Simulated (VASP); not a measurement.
MoS2: single point with PBE+D3(BJ)

**Experimental background.**

“Multiwavelength excitation Raman Scattering Analysis of bulk and 2 dimensional MoS2: Vibrational properties of atomically thin MoS2 layers”, 2015, arxiv:1506.03228 reports, for a bulk crystal of MoS2 at 300 K: band gap 1.3 eV (indirect).

Crystal: MoS2.

```
Mo S
1.0
     3.14919    0.00000    0.00000
    -1.57460    2.72728    0.00000
     0.00000    0.00000   24.17949
Mo S
4 8
Direct
  0.33333 0.66667 0.12500
  0.66667 0.33333 0.37500
  0.33333 0.66667 0.62500
  0.66667 0.33333 0.87500
  0.33333 0.66667 0.31024
  0.66667 0.33333 0.06024
  0.33333 0.66667 0.43976
  0.66667 0.33333 0.18976
  0.33333 0.66667 0.81024
  0.66667 0.33333 0.56024
  0.33333 0.66667 0.93976
  0.66667 0.33333 0.68976
```

- Program: VASP 6.6.1
- Task: single point
- Functional: PBE
- Dispersion: D3(BJ)
- Potentials or basis: VASP PAW PBE potentials, release 64 (Mo_sv, S)
- Cutoff: 520 eV
- k mesh: 8 × 8 × 1
- Occupations: gaussian, width 0.05 eV
- Spin: collinear spin
- Starting moments: [2.0, 2.0, -2.0, -2.0, 0.0, 0.0, 0.0, 0.0, 0.0, 0.0, 0.0, 0.0] μB
- Dipole correction: no
- Further INCAR settings: ALGO = Normal; EDIFF = 1e-07; NBANDS = 68

```yaml
Pressure: -0.1 GPa
Largest_force: 0.011 eV/Å
Band_gap_on_the_k_mesh: 0.90 eV
Net_moment: 0.00 μB per cell
Valence_electrons_inside_the_program's_atomic_spheres: Mo 12.48; S 3.71
Dispersion_energy_per_atom: -0.438 eV
```

Forces on the atoms (eV/Å):
```
Mo   0.000  0.000  0.000
Mo   0.000  0.000  0.000
Mo   0.000  0.000  0.000
Mo   0.000  0.000  0.000
S    0.000  0.000  0.011
S    0.000  0.000  0.011
S    0.000  0.000 -0.011
S    0.000  0.000 -0.011
S    0.000  0.000  0.011
S    0.000  0.000  0.011
S    0.000  0.000 -0.011
S    0.000  0.000 -0.011
```

Levels at points of the mesh, in eV from the valence-band top:
Spin up:
```
           k point  band 50  band 51  band 52  band 53  band 54  band 55
(0.00, 0.00, 0.00)    -0.26    -0.26     0.00     2.09     2.09     2.10
(0.50, 0.00, 0.00)    -1.40    -1.40    -1.33     1.62     1.65     1.65
```
Spin down:
| k point | band 49 | band 50 | band 51 | band 52 | band 53 | band 54 | band 55 | band 56 |
| --- | --- | --- | --- | --- | --- | --- | --- | --- |
| (0.00, 0.00, 0.00) | -1.11 | -0.26 | -0.26 | 0.00 | 2.09 | 2.09 | 2.10 | 2.10 |
| (0.50, 0.00, 0.00) | -1.49 | -1.40 | -1.40 | -1.33 | 1.62 | 1.65 | 1.65 | 1.68 |

Wall time 9.3 min on 1 thread of Intel(R) Xeon(R) Platinum 8259CL CPU @ 2.50GHz (Skylake/Cascade Lake), on a shared host, peak memory 0.51 GiB.

Measured gap of MoS2: 1.3 eV (indirect; 300 K; “Multiwavelength excitation Raman Scattering Analysis of bulk and 2 dimensional MoS2: Vibrational properties of atomically thin MoS2 layers”, 2015, arxiv:1506.03228). This calculation gives 0.90 eV (-0.40 eV). Spin-orbit coupling on Mo is left out. The value is that of PBE+D3(BJ) on a finite k mesh, which can miss the band edges, without temperature or zero-point motion. Semilocal functionals fall short of measured gaps as a rule.
